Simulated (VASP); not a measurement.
# ZnSe: single point with PBE

The system is ZnSe.

```
Zn Se
1.0
     4.26872    0.00000    0.00000
     0.00000    4.26872    0.00000
     0.00000    0.00000    6.39936
Zn Se
2 2
Direct
  0.00000 0.00000 0.00000
  0.50000 0.50000 0.00000
  0.00000 0.50000 0.28123
  0.50000 0.00000 0.71877
```

This cell differs from its parent crystal: strained and its atoms moved.

| Quantity | Value |
| --- | --- |
| Program | VASP 6.6.1 |
| Task | single point |
| Functional | PBE |
| Potentials or basis | VASP PAW PBE potentials, release 64 (Zn, Se) |
| Cutoff | 520 eV |
| k mesh | 8 × 8 × 6 |
| Occupations | gaussian, width 0.02 eV |
| Spin | no spin polarisation |
| Dipole correction | no |
| Further INCAR settings | ALGO = Normal; EDIFF = 1e-07; NBANDS = 26 |

```
Pressure               : -8.2 GPa
Largest force          : 2.341 eV/Å
Band gap on the k mesh : 1.07 eV
```

Forces on the atoms (eV/Å):
```
Zn   0.000  0.000  0.000
Zn   0.000  0.000  0.000
Se   0.000  0.000 -2.341
Se   0.000  0.000  2.341
```

Stress tensor (GPa, compression positive):
```
 -6.54   0.00   0.00
  0.00  -6.54   0.00
  0.00   0.00 -11.51
```

Levels at points of the mesh, in eV from the valence-band top:
```
           k point  band 15  band 16  band 17  band 18  band 19  band 20  band 21  band 22
(0.00, 0.00, 0.00)    -1.40    -0.52     0.00     0.00     1.07     1.88     3.40     4.69
(0.50, 0.00, 0.00)    -1.73    -1.73    -0.48    -0.48     2.76     2.76     4.96     4.96
(0.50, 0.50, 0.00)    -1.86    -1.86    -1.54    -1.54     2.12     2.12     2.75     2.75
(0.00, 0.00, 0.50)    -1.14    -1.14    -0.41    -0.41     1.96     2.70     3.28     5.13
(0.50, 0.00, 0.50)    -0.85    -0.85    -0.45    -0.45     1.70     1.70     5.30     5.30
(0.50, 0.50, 0.50)    -2.11    -2.11    -2.04    -2.04     3.13     3.13     3.71     3.71
```

Wall time 3.4 min on 1 thread of AMD EPYC 7R13, on a shared host, peak memory 0.28 GiB.

Caveat: the cell differs from its parent crystal (strained and its atoms moved); the cell stands under tension; forces of over 1 eV/Å act on the atoms, so gaps and moduli don't describe the material at rest. A k mesh can miss the band edges.
